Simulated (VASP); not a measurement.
# MgBe (P4mm) in VASP: notebook

Runs on MgBe. Level: PBE. Tasks: single point, relaxation of cell and atoms.

Program: VASP 6.6.1. These are calculated values, not measurements. Logs are shortened: lines on timing, memory, paths and dates and some standing lists are left out, and cuts for length are marked.

**1. The cell of the first run**

The structure is tetragonal, space group P4mm (No. 99). The conventional cell has a = 4.718 Å, b = 4.718 Å, c = 3.970 Å, α = 90.00°, β = 90.00°, γ = 90.00°. Within 3.3 Å of Mg (site symmetry 2mm) lie 4 Be at 2.53 to 2.59 Å. Be (site symmetry 4mm) has 2 Be at 1.96 to 2.01 Å and 4 Mg at 2.59 Å within 2.6 Å. Be (site symmetry 4mm) has 2 Be at 1.96 to 2.01 Å and 4 Mg at 2.53 Å within 2.6 Å.

**2. Single point, PBE**

File INCAR:

```
SYSTEM = MgBe
PREC = Accurate
ENCUT = 520
EDIFF = 1E-6
ISMEAR = 0
SIGMA = 0.1
LREAL = .False.
LASPH = .True.
NELM = 100
ALGO = Normal
ISIF = 2
LWAVE = .False.
LCHARG = .False.
GGA = PE
NBANDS = 12
```

File KPOINTS:

```
regular mesh
0
Gamma
  6 6 4
  0 0 0
```

File POSCAR:

```
MgBe
1.0
    4.7179680522      0.0000000000      0.0000000000
    0.0000000000      4.7179680522      0.0000000000
    0.0000000000      0.0000000000      3.9704877345
Mg Be
2 2
Direct
    0.5000000000      0.0000000000      0.5293086058
    0.0000000000      0.5000000000      0.5293086058
    0.5000000000      0.5000000000      0.7960065755
    0.5000000000      0.5000000000      0.3019456629
```

Potentials or basis: VASP PAW PBE potentials, release 64 (Mg, Be).

Run with:

```sh
cat potpaw_PBE.64/Mg/POTCAR potpaw_PBE.64/Be/POTCAR > POTCAR
mpirun -np 1 vasp_std > vasp.out
```

OUTCAR:

```text
SYSTEM = MgBe
   PREC = Accurate
   ENCUT = 520
   EDIFF = 1E-6
   ISMEAR = 0
   LREAL = .False.
   LASPH = .True.
   NELM = 100
   ISIF = 2
   GGA = PE

 ion  position               nearest neighbor table
   1  0.500  0.000  0.529-   4 2.53   4 2.53   3 2.59   3 2.59   2 3.34   2 3.34   2 3.34   2 3.34

   2  0.000  0.500  0.529-   4 2.53   4 2.53   3 2.59   3 2.59   1 3.34   1 3.34   1 3.34   1 3.34

   3  0.500  0.500  0.796-   4 1.96   4 2.01   2 2.59   1 2.59   1 2.59   2 2.59
   4  0.500  0.500  0.302-   3 1.96   3 2.01   1 2.53   2 2.53   1 2.53   2 2.53

  LATTYP: Found a simple tetragonal cell.
 ALAT       =     4.7179680522
 C/A-ratio  =     0.8415673211

  Lattice vectors:

 A1 = (   4.7179680522,   0.0000000000,   0.0000000000)
 A2 = (   0.0000000000,   4.7179680522,   0.0000000000)
 A3 = (   0.0000000000,   0.0000000000,   3.9704877345)

Analysis of symmetry for initial positions (statically):
=====================================================================
 Subroutine PRICEL returns:
 Original cell was already a primitive cell.

 Routine SETGRP: Setting up the symmetry group for a
 simple tetragonal supercell.

 Subroutine GETGRP returns: Found  8 space group operations
 (whereof  8 operations were pure point group operations)
 out of a pool of 16 trial point group operations.

The static configuration has the point symmetry C_4v.

Analysis of symmetry for dynamics (positions and initial velocities):
=====================================================================
 Subroutine PRICEL returns:
 Original cell was already a primitive cell.

 Routine SETGRP: Setting up the symmetry group for a
 simple tetragonal supercell.

 Subroutine GETGRP returns: Found  8 space group operations
 (whereof  8 operations were pure point group operations)
 out of a pool of 16 trial point group operations.

The dynamic configuration has the point symmetry C_4v.

 Subroutine INISYM returns: Found  8 space group operations
 (whereof  8 operations are pure point group operations),
 and found     1 'primitive' translations

----------------------------------------------------------------------------------------

                                     Primitive cell

  volume of cell :      88.3800

  direct lattice vectors                    reciprocal lattice vectors
     4.717968052  0.000000000  0.000000000     0.211955653  0.000000000  0.000000000
     0.000000000  4.717968052  0.000000000     0.000000000  0.211955653  0.000000000
     0.000000000  0.000000000  3.970487734     0.000000000  0.000000000  0.251858227

  length of vectors
     4.717968052  4.717968052  3.970487734     0.211955653  0.211955653  0.251858227

  position of ions in fractional coordinates (direct lattice)
     0.500000000  0.000000000  0.529308606
     0.000000000  0.500000000  0.529308606
     0.500000000  0.500000000  0.796006576
     0.500000000  0.500000000  0.301945663

  ion indices of the primitive-cell ions
   primitive index   ion index
                 1           1
                 2           2
                 3           3
                 4           4

----------------------------------------------------------------------------------------

 KPOINTS: regular mesh

Automatic generation of k-mesh.
 Grid dimensions read from file:
 generate k-points for:    6    6    4

 Generating k-lattice:

  Cartesian coordinates                     Fractional coordinates (reciprocal lattice)
     0.035325942  0.000000000  0.000000000     0.166666667  0.000000000  0.000000000
     0.000000000  0.035325942  0.000000000     0.000000000  0.166666667  0.000000000
     0.000000000  0.000000000  0.062964557     0.000000000  0.000000000  0.250000000

  Length of vectors
     0.035325942  0.035325942  0.062964557

  Shift w.r.t. Gamma in fractional coordinates (k-lattice)
     0.000000000  0.000000000  0.000000000

 Subroutine IBZKPT returns following result:
 ===========================================

 Found     30 irreducible k-points:

 Following reciprocal coordinates:
            Coordinates               Weight
  0.000000  0.000000  0.000000      1.000000
  0.166667  0.000000  0.000000      4.000000
  0.333333  0.000000  0.000000      4.000000
  0.500000  0.000000  0.000000      2.000000
  0.166667  0.166667  0.000000      4.000000
  0.333333  0.166667  0.000000      8.000000
[... 16 lines left out ...]
  0.333333  0.000000  0.500000      4.000000
  0.500000  0.000000  0.500000      2.000000
 [... further k-points ...]
   k-points           NKPTS =     30   k-points in BZ     NKDIM =     30   number of bands    NBANDS=     12
   number of dos      NEDOS =    301   number of ions     NIONS =      4
   total plane-waves  NPLWV =  38880
   dimension x,y,z NGX =    36 NGY =   36 NGZ =   30
   dimension x,y,z NGXF=    72 NGYF=   72 NGZF=   60
   ions per type =               2   2
   NGX,Y,Z   is equivalent  to a cutoff of  12.69, 12.69, 12.56 a.u.
   NGXF,Y,Z  is equivalent  to a cutoff of  25.37, 25.37, 25.12 a.u.
 SYSTEM =  MgBe
   PREC   = accura    normal or accurate (medium, high low for compatibility)
   ISTART =      0    job   : 0-new  1-cont  2-samecut
   ICHARG =      2    charge: 1-file 2-atom 10-const
   ISPIN  =      1    spin polarized calculation?
   LNONCOLLINEAR =      F non collinear calculations
   LSORBIT =      F    spin-orbit coupling
   LASPH  =      T    aspherical Exc in radial PAW
   ENCUT  =  520.0 eV  38.22 Ry    6.18 a.u.   8.77  8.77  7.38*2*pi/ulx,y,z
   NELM   =    100;   NELMIN=  2; NELMDL= -5     # of ELM steps
   EDIFF  = 0.1E-05   stopping-criterion for ELM
   LREAL  =      F    real-space projection
   EDIFFG = 0.1E-04   stopping-criterion for IOM
   NSW    =      0    number of steps for IOM
   IBRION =     -1    ionic relax: 0-MD 1-quasi-New 2-CG
   NFREE  =      0    steps in history (QN), initial steepest desc. (CG)
   ISIF   =      2    stress and relaxation
   ISYM   =      2    0-nonsym 1-usesym 2-fastsym
   POTIM  = 0.5000    time-step for ionic-motion
   TEBEG  =    0.0;   TEEND  =   0.0 temperature during run
   PSTRESS=    0.0 pullay stress
   NELECT =       8.0000    total number of electrons
   NUPDOWN=      -1.0000    fix difference up-down
   EMIN   =  10.00;   EMAX   =-10.00  energy-range for DOS
   EFERMI =   0.00;   METHOD = LEGACY
   ISMEAR =     0;   SIGMA  =   0.10  broadening in eV -4-tet -1-fermi 0-gaus
   EFERMI_NEDOS =   21; number of points for ismear=-14 and -15
   IALGO  =     38    algorithm
   IMIX   =      4    mixing-type and parameters
     AMIX     =   0.40;   BMIX     =  1.00
     AMIX_MAG =   1.60;   BMIX_MAG =  1.00
  volume/ion in A,a.u.               =      22.09       149.10
  Fermi-wavevector in a.u.,A,eV,Ry     =   0.735056  1.389054  7.351320  0.540307
  Thomas-Fermi vector in A             =   1.828159
   LORBIT       =      0    0 simple, 1 ext, 2 COOP (PROOUT), +10 PAW based schemes
   GGA     = PE    functional components
   LHFCALC =     F    Hartree Fock is set to
   AEXX    =    0.0000 exact exchange contribution
   IVDW    =     0    specifies the selected vdW correction
   LEPSILON=     F    determine dielectric tensor
   LRPA    =     F    only Hartree local field effects (RPA)
 non-spin polarized calculation
 Gauss-broadening in eV      SIGMA  =   0.10
  energy-cutoff  :      520.00
  volume of cell :       88.38
 maximum number of plane-waves:      2407
 NGX is ok and might be reduce to    36
   NGX = 17   NGY = 17   NGZ = 15

 number of electron       8.0000000 magnetization

 Free energy of the ion-electron system (eV)
  ---------------------------------------------------
  ext. energy  EPLUGINS =         0.00000000
  ---------------------------------------------------
  free energy    TOTEN  =        -8.22924645 eV

  energy without entropy =       -8.21667404  energy(sigma->0) =       -8.22296024

 E-fermi :   1.1776     XC(G=0):  -7.6981

 val. band max:        1.1478071642   @ k =   0.3333   0.1667   0.5000
 cond. band min:       1.1804508800   @ k =   0.5000   0.1667   0.0000
 fundamental gap:      0.0326437158
 Fermi energy:         1.1775653389

 k-point     1 :       0.0000    0.0000    0.0000
  band No.  band energies     occupation
      1      -5.2785      2.00000
      2       0.0491      2.00000
      3       0.0491      2.00000
      4       0.8891      1.99995
      5       2.1124      0.00000
      6       2.8116      0.00000
      7       4.2523      0.00000
      8       7.4081      0.00000
      9       7.4081      0.00000
     10       7.7801      0.00000
     11       7.7801      0.00000
     12       7.8527      0.00000

 k-point     2 :       0.1667    0.0000    0.0000
  band No.  band energies     occupation
      1      -5.1350      2.00000
      2      -0.8748      2.00000
      3       0.1399      2.00000
      4       0.9613      1.99777
      5       2.4952      0.00000
      6       3.7054      0.00000
      7       4.3829      0.00000
      8       5.8860      0.00000
      9       6.6300      0.00000
     10       7.2425      0.00000
     11       7.8494      0.00000
     12       8.9137      0.00000

 k-point     3 :       0.3333    0.0000    0.0000
  band No.  band energies     occupation
      1      -4.7513      2.00000
      2      -2.0992      2.00000
      3       0.3502      2.00000
      4       1.0593      1.90545
      5       3.0034      0.00000
      6       4.6540      0.00000
      7       4.6819      0.00000
      8       4.7701      0.00000
      9       6.3073      0.00000
     10       6.4890      0.00000
     11       8.0037      0.00000
     12       8.4612      0.00000

 k-point     4 :       0.5000    0.0000    0.0000
  band No.  band energies     occupation
      1      -4.4476      2.00000
      2      -2.7037      2.00000
      3       0.4756      2.00000
      4       1.1084      1.67215
      5       3.5276      0.00000
      6       4.1198      0.00000
      7       4.2225      0.00000
      8       5.2194      0.00000
      9       5.6551      0.00000
     10       7.3992      0.00000
     11       8.0895      0.00000
     12       9.1018      0.00000

 k-point     5 :       0.1667    0.1667    0.0000
  band No.  band energies     occupation
      1      -4.9925      2.00000
      2      -0.7783      2.00000
      3      -0.7406      2.00000
      4       1.0299      1.96328
      5       3.1553      0.00000
      6       4.1196      0.00000
      7       4.5116      0.00000
      8       4.7933      0.00000
      9       7.1574      0.00000
     10       7.5305      0.00000
     11       7.7910      0.00000
     12       8.3967      0.00000
[... 228 lines left out ...]
      1      -3.9926      2.00000
      2      -2.3606      2.00000
      3       1.5262      0.00000
      4       1.5262      0.00000
      5       2.9563      0.00000
      6       3.2815      0.00000
      7       3.2815      0.00000
      8       4.6144      0.00000
      9       5.1022      0.00000
     10       5.1708      0.00000
     11       8.7282      0.00000
     12       8.7284      0.00000

 k-point    22 :       0.1667    0.0000    0.5000
  band No.  band energies     occupation
      1      -3.8604      2.00000
      2      -2.2389      2.00000
      3       0.6090      2.00000
      4       1.6194      0.00000
      5       2.2211      0.00000
      6       3.3670      0.00000
      7       3.6090      0.00000
      8       4.9302      0.00000
      9       5.8340      0.00000
     10       6.2722      0.00000
     11       7.1010      0.00000
     12       7.9926      0.00000

 k-point    23 :       0.3333    0.0000    0.5000
  band No.  band energies     occupation
      1      -3.5219      2.00000
      2      -1.9288      2.00000
      3      -0.5473      2.00000
      4       1.0337      1.95812
      5       1.8376      0.00000
      6       3.5604      0.00000
      7       4.3463      0.00000
      8       5.2500      0.00000
      9       5.8987      0.00000
     10       6.2756      0.00000
     11       7.9131      0.00000
     12       8.2518      0.00000

 k-point    24 :       0.5000    0.0000    0.5000
  band No.  band energies     occupation
      1      -3.2801      2.00000
      2      -1.7102      2.00000
      3      -1.0814      2.00000
      4       0.5114      2.00000
      5       1.9700      0.00000
      6       3.6719      0.00000
      7       4.9324      0.00000
      8       5.4366      0.00000
      9       5.4618      0.00000
     10       5.6058      0.00000
     11       7.6923      0.00000
     12       8.1076      0.00000

 [... further k-points ...]

------------------------ aborting loop because EDIFF is reached ----------------------------------------

  FORCE on cell =-STRESS in cart. coord.  units (eV):
  Direction    XX          YY          ZZ          XY          YZ          ZX
  --------------------------------------------------------------------------------------
  -------------------------------------------------------------------------------------
  Total       -0.0193708     -0.0193708      0.0333563      0.0000000     -0.0000000      0.0000000
  in kB       -0.3511601     -0.3511601      0.6046922      0.0000000     -0.0000000      0.0000000
  external PRESSURE =      -0.0325426 kB  Pullay stress =       0.0000000 kB

 VOLUME and BASIS-vectors are now :
 -----------------------------------------------------------------------------
  energy-cutoff  :      520.00
  volume of cell :       88.38
      direct lattice vectors                 reciprocal lattice vectors
     4.717968052  0.000000000  0.000000000     0.211955653  0.000000000  0.000000000
     0.000000000  4.717968052  0.000000000     0.000000000  0.211955653  0.000000000
     0.000000000  0.000000000  3.970487734     0.000000000  0.000000000  0.251858227

 POSITION                                       TOTAL-FORCE (eV/Angst)
 -----------------------------------------------------------------------------------
      2.35898      0.00000      2.10161         0.000000      0.000000      0.003918
      0.00000      2.35898      2.10161         0.000000      0.000000      0.003918
      2.35898      2.35898      3.16053         0.000000     -0.000000      0.006887
      2.35898      2.35898      1.19887         0.000000     -0.000000     -0.014723
 -----------------------------------------------------------------------------------
    total drift:                                0.000000      0.000000     -0.000008

  FREE ENERGIE OF THE ION-ELECTRON SYSTEM (eV)
  ---------------------------------------------------
  free  energy   TOTEN  =        -8.2292464480 eV

  energy  without entropy=       -8.2166740378  energy(sigma->0) =       -8.22296024
```

Wall time 30 s (1 thread of Intel Xeon 6975P-C (Granite Rapids), shared host); peak memory 0.2 GiB.

What came out:

```
Free energy            : -8.2292 eV
Pressure               : 0.0 GPa
Largest force          : 0.015 eV/Å
Band gap on the k mesh : zero (band 4 reaches 1.62 eV, above the bottom of band 5 at 0.92 eV)
```

Forces in eV/Å, atoms in the order of the input:
```
Mg   0.000  0.000  0.004
Mg   0.000  0.000  0.004
Be   0.000  0.000  0.007
Be   0.000  0.000 -0.015
```

Levels at points of the mesh, in eV from the Fermi level:
```csv
k point,band 1,band 2,band 3,band 4,band 5,band 6,band 7,band 8
"(0.00, 0.00, 0.00)",-6.46,-1.13,-1.13,-0.29,0.93,1.63,3.07,6.23
"(0.50, 0.00, 0.00)",-5.63,-3.88,-0.70,-0.07,2.35,2.94,3.04,4.04
"(0.50, 0.50, 0.00)",-4.84,-3.15,-3.15,-0.73,0.14,4.97,4.97,5.13
"(0.00, 0.00, 0.50)",-5.17,-3.54,0.35,0.35,1.78,2.10,2.10,3.44
"(0.50, 0.00, 0.50)",-4.46,-2.89,-2.26,-0.67,0.79,2.49,3.75,4.26
"(0.50, 0.50, 0.50)",-3.84,-2.28,-1.44,-1.44,-0.07,-0.07,0.59,3.02
```

Caveat: the k points lie up to 0.40 Å⁻¹ apart.

(Continued in part 2 of 2.)
